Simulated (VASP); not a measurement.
# In (Pm-3m) in VASP: notebook

The runs below take In through single point, relaxation of cell and atoms, with PBE.

All numbers are computed with VASP 6.6.1; they aren't measurements. Logs are shortened: lines on timing, memory, paths and dates and some standing lists are left out, and cuts for length are marked.

**1. The cell of the first run**

Symmetry: Pm-3m, No. 221, cubic system. The conventional cell has a = 2.590 Å, b = 2.590 Å, c = 2.590 Å, α = 90.00°, β = 90.00°, γ = 90.00°. In (site symmetry m-3m) has 6 In at 2.59 Å within 3.4 Å.

**2. Single point, PBE**

The input, INCAR:

```
PREC     = Accurate       # precision mode
ENCUT    = 520            # plane-wave cutoff, eV
EDIFF    = 1E-7           # SCF threshold, eV
ISMEAR   = -1             # smearing method
SIGMA    = 0.05           # smearing width, eV
LREAL    = False          # projectors in reciprocal space
LASPH    = True           # aspherical terms in the spheres
NELM     = 100            # most SCF steps
ALGO     = Normal         # electronic algorithm
ISIF     = 2              # what is computed and relaxed
LWAVE    = False          # write WAVECAR
LCHARG   = True           # write CHGCAR
GGA      = PE             # functional
LELF     = True           # ELF
LVHAR    = True         
NBANDS   = 12             # bands
```

The input, KPOINTS:

```
Automatic mesh
0
Gamma
  15 15 15
```

The input, POSCAR:

```
In
1.0
    2.5899083619      0.0000000000      0.0000000000
    0.0000000000      2.5899083619      0.0000000000
    0.0000000000      0.0000000000      2.5899083619
In
1
Direct
    0.0000000000      0.0000000000      0.0000000000
```

Potentials or basis: VASP PAW PBE potentials, release 64 (In_d).

The run is started by

```console
> cat potpaw_PBE.64/In_d/POTCAR > POTCAR
> mpirun -np 1 vasp_std > vasp.out
```

OUTCAR:

```text
PREC = Accurate
   ENCUT = 520
   EDIFF = 1E-7
   ISMEAR = -1
   LREAL = False
   LASPH = True
   NELM = 100
   ISIF = 2
   GGA = PE

 ion  position               nearest neighbor table
   1  0.000  0.000  0.000-

  LATTYP: Found a simple cubic cell.
 ALAT       =     2.5899083619

  Lattice vectors:

 A1 = (   2.5899083619,   0.0000000000,   0.0000000000)
 A2 = (   0.0000000000,   2.5899083619,   0.0000000000)
 A3 = (   0.0000000000,   0.0000000000,   2.5899083619)

Analysis of symmetry for initial positions (statically):
=====================================================================
 Subroutine PRICEL returns:
 Original cell was already a primitive cell.

 Routine SETGRP: Setting up the symmetry group for a
 simple cubic supercell.

 Subroutine GETGRP returns: Found 48 space group operations
 (whereof 48 operations were pure point group operations)
 out of a pool of 48 trial point group operations.

The static configuration has the point symmetry O_h .

Analysis of symmetry for dynamics (positions and initial velocities):
=====================================================================
 Subroutine PRICEL returns:
 Original cell was already a primitive cell.

 Routine SETGRP: Setting up the symmetry group for a
 simple cubic supercell.

 Subroutine GETGRP returns: Found 48 space group operations
 (whereof 48 operations were pure point group operations)
 out of a pool of 48 trial point group operations.

The dynamic configuration has the point symmetry O_h .

 Subroutine INISYM returns: Found 48 space group operations
 (whereof 48 operations are pure point group operations),
 and found     1 'primitive' translations

----------------------------------------------------------------------------------------

                                     Primitive cell

  volume of cell :      17.3721

  direct lattice vectors                    reciprocal lattice vectors
     2.589908362  0.000000000  0.000000000     0.386114047  0.000000000  0.000000000
     0.000000000  2.589908362  0.000000000     0.000000000  0.386114047  0.000000000
     0.000000000  0.000000000  2.589908362     0.000000000  0.000000000  0.386114047

  length of vectors
     2.589908362  2.589908362  2.589908362     0.386114047  0.386114047  0.386114047

  position of ions in fractional coordinates (direct lattice)
     0.000000000  0.000000000  0.000000000

  ion indices of the primitive-cell ions
   primitive index   ion index
                 1           1

----------------------------------------------------------------------------------------

 KPOINTS: Automatic mesh

Automatic generation of k-mesh.
 Grid dimensions read from file:
 generate k-points for:   15   15   15

 Generating k-lattice:

  Cartesian coordinates                     Fractional coordinates (reciprocal lattice)
     0.025740936  0.000000000  0.000000000     0.066666667  0.000000000  0.000000000
     0.000000000  0.025740936  0.000000000     0.000000000  0.066666667  0.000000000
     0.000000000  0.000000000  0.025740936     0.000000000  0.000000000  0.066666667

  Length of vectors
     0.025740936  0.025740936  0.025740936

  Shift w.r.t. Gamma in fractional coordinates (k-lattice)
     0.000000000  0.000000000  0.000000000

 Subroutine IBZKPT returns following result:
 ===========================================

 Found    120 irreducible k-points:

 Following reciprocal coordinates:
            Coordinates               Weight
  0.000000  0.000000  0.000000      1.000000
  0.066667  0.000000  0.000000      6.000000
  0.133333  0.000000  0.000000      6.000000
  0.200000  0.000000  0.000000      6.000000
  0.266667  0.000000  0.000000      6.000000
  0.333333  0.000000  0.000000      6.000000
[... 16 lines left out ...]
  0.266667  0.200000  0.000000     24.000000
  0.333333  0.200000  0.000000     24.000000
 [... further k-points ...]
   k-points           NKPTS =    120   k-points in BZ     NKDIM =    120   number of bands    NBANDS=     12
   number of dos      NEDOS =    301   number of ions     NIONS =      1
   total plane-waves  NPLWV =   8000
   dimension x,y,z NGX =    20 NGY =   20 NGZ =   20
   dimension x,y,z NGXF=    40 NGYF=   40 NGZF=   40
   ions per type =               1
   NGX,Y,Z   is equivalent  to a cutoff of  12.84, 12.84, 12.84 a.u.
   NGXF,Y,Z  is equivalent  to a cutoff of  25.68, 25.68, 25.68 a.u.
 SYSTEM =  unknown system
   PREC   = accura    normal or accurate (medium, high low for compatibility)
   ISTART =      0    job   : 0-new  1-cont  2-samecut
   ICHARG =      2    charge: 1-file 2-atom 10-const
   ISPIN  =      1    spin polarized calculation?
   LNONCOLLINEAR =      F non collinear calculations
   LSORBIT =      F    spin-orbit coupling
   LASPH  =      T    aspherical Exc in radial PAW
   ENCUT  =  520.0 eV  38.22 Ry    6.18 a.u.   4.82  4.82  4.82*2*pi/ulx,y,z
   NELM   =    100;   NELMIN=  2; NELMDL= -5     # of ELM steps
   EDIFF  = 0.1E-06   stopping-criterion for ELM
   LREAL  =      F    real-space projection
   EDIFFG = 0.1E-05   stopping-criterion for IOM
   NSW    =      0    number of steps for IOM
   IBRION =     -1    ionic relax: 0-MD 1-quasi-New 2-CG
   NFREE  =      0    steps in history (QN), initial steepest desc. (CG)
   ISIF   =      2    stress and relaxation
   ISYM   =      2    0-nonsym 1-usesym 2-fastsym
   POTIM  = 0.5000    time-step for ionic-motion
   TEBEG  =    0.0;   TEEND  =   0.0 temperature during run
   PSTRESS=    0.0 pullay stress
   NELECT =      13.0000    total number of electrons
   NUPDOWN=      -1.0000    fix difference up-down
   EMIN   =  10.00;   EMAX   =-10.00  energy-range for DOS
   EFERMI =   0.00;   METHOD = LEGACY
   ISMEAR =    -1;   SIGMA  =   0.05  broadening in eV -4-tet -1-fermi 0-gaus
   EFERMI_NEDOS =   21; number of points for ismear=-14 and -15
   IALGO  =     38    algorithm
   IMIX   =      4    mixing-type and parameters
     AMIX     =   0.40;   BMIX     =  1.00
     AMIX_MAG =   1.60;   BMIX_MAG =  1.00
  volume/ion in A,a.u.               =      17.37       117.23
  Fermi-wavevector in a.u.,A,eV,Ry     =   1.486295  2.808689 30.056242  2.209071
  Thomas-Fermi vector in A             =   2.599599
   LORBIT       =      0    0 simple, 1 ext, 2 COOP (PROOUT), +10 PAW based schemes
   GGA     = PE    functional components
   LHFCALC =     F    Hartree Fock is set to
   AEXX    =    0.0000 exact exchange contribution
   IVDW    =     0    specifies the selected vdW correction
   LEPSILON=     F    determine dielectric tensor
   LRPA    =     F    only Hartree local field effects (RPA)
 non-spin polarized calculation
  energy-cutoff  :      520.00
  volume of cell :       17.37
 maximum number of plane-waves:       480
 NGX is ok and might be reduce to    20
   NGX =  9   NGY =  9   NGZ =  9

 number of electron      12.9999989 magnetization

 Free energy of the ion-electron system (eV)
  ---------------------------------------------------
  ext. energy  EPLUGINS =         0.00000000
  ---------------------------------------------------
  free energy    TOTEN  =        -1.00683839 eV

  energy without entropy =       -1.00482504  energy(sigma->0) =       -1.00583171

 E-fermi :  13.1703     XC(G=0): -12.2903

 val. band max:       13.1452392577   @ k =   0.3333   0.2000   0.0000
 cond. band min:      13.2607040313   @ k =   0.3333   0.2000   0.0667
 fundamental gap:      0.1154647736
 Fermi energy:        13.1703440838

 k-point     1 :       0.0000    0.0000    0.0000
  band No.  band energies     occupation
      1      -3.7332      2.00000
      2      -3.7332      2.00000
      3      -1.4823      2.00000
      4      -1.4823      2.00000
      5      -1.4823      2.00000
      6       0.2017      2.00000
      7      22.9018      0.00000
      8      22.9018      0.00000
      9      22.9018      0.00000
     10      27.4378      0.00000
     11      27.4378      0.00000
     12      29.6890      0.00000

 k-point     2 :       0.0667    0.0000    0.0000
  band No.  band energies     occupation
      1      -3.7255      2.00000
      2      -3.6749      2.00000
      3      -1.5126      2.00000
      4      -1.5126      2.00000
      5      -1.4798      2.00000
      6       0.3138      2.00000
      7      21.6478      0.00000
      8      23.0511      0.00000
      9      23.0511      0.00000
     10      27.4195      0.00000
     11      28.1281      0.00000
     12      30.3867      0.00000

 k-point     3 :       0.1333    0.0000    0.0000
  band No.  band energies     occupation
      1      -3.7037      2.00000
      2      -3.5137      2.00000
      3      -1.5974      2.00000
      4      -1.5974      2.00000
      5      -1.4726      2.00000
      6       0.6575      2.00000
      7      19.3477      0.00000
      8      23.4895      0.00000
      9      23.4895      0.00000
     10      27.3651      0.00000
     11      28.5696      0.00000
     12      32.6332      0.00000
[... 286 lines left out ...]
 k-point    23 :       0.2667    0.2000    0.0000
  band No.  band energies     occupation
      1      -3.3732      2.00000
      2      -2.6713      2.00000
      3      -2.2408      2.00000
      4      -1.8303      2.00000
      5      -1.6770      2.00000
      6       3.1416      2.00000
      7      15.3832      0.00000
      8      18.8835      0.00000
      9      26.4329      0.00000
     10      27.9726      0.00000
     11      29.1648      0.00000
     12      34.6421      0.00000

 k-point    24 :       0.3333    0.2000    0.0000
  band No.  band energies     occupation
      1      -3.3227      2.00000
      2      -2.4199      2.00000
      3      -2.3999      2.00000
      4      -1.9555      2.00000
      5      -1.6631      2.00000
      6       4.2396      2.00000
      7      13.1452      1.24590
      8      19.7837      0.00000
      9      26.8395      0.00000
     10      27.5381      0.00000
     11      28.5553      0.00000
     12      33.9708      0.00000

 [... further k-points ...]
[... 5 lines left out ...]
  --------------------------------------------------------------------------------------
  -------------------------------------------------------------------------------------
  Total        7.1774418      7.1774418      7.1774418      0.0000000     -0.0000000     -0.0000000
  in kB      661.9528718    661.9528718    661.9528718      0.0000000     -0.0000000     -0.0000000
  external PRESSURE =     661.9528718 kB  Pullay stress =       0.0000000 kB

 VOLUME and BASIS-vectors are now :
 -----------------------------------------------------------------------------
  energy-cutoff  :      520.00
  volume of cell :       17.37
      direct lattice vectors                 reciprocal lattice vectors
     2.589908362  0.000000000  0.000000000     0.386114047  0.000000000  0.000000000
     0.000000000  2.589908362  0.000000000     0.000000000  0.386114047  0.000000000
     0.000000000  0.000000000  2.589908362     0.000000000  0.000000000  0.386114047

 POSITION                                       TOTAL-FORCE (eV/Angst)
 -----------------------------------------------------------------------------------
      0.00000      0.00000      0.00000         0.000000      0.000000      0.000000
 -----------------------------------------------------------------------------------
    total drift:                               -0.000000      0.000000      0.000000

  FREE ENERGIE OF THE ION-ELECTRON SYSTEM (eV)
  ---------------------------------------------------
  free  energy   TOTEN  =        -1.0068383877 eV

  energy  without entropy=       -1.0048250411  energy(sigma->0) =       -1.00583171
```

It took 12 s on 1 thread of Intel Xeon 6975P-C, shared host; peak memory 0.14 GiB.

What came out:

```
Free energy : -1.0068 eV
Pressure    : 66.2 GPa
```

Caveat: spin-orbit coupling is left out, which moves the levels of the heavy elements.

(Continued in part 2 of 2.)
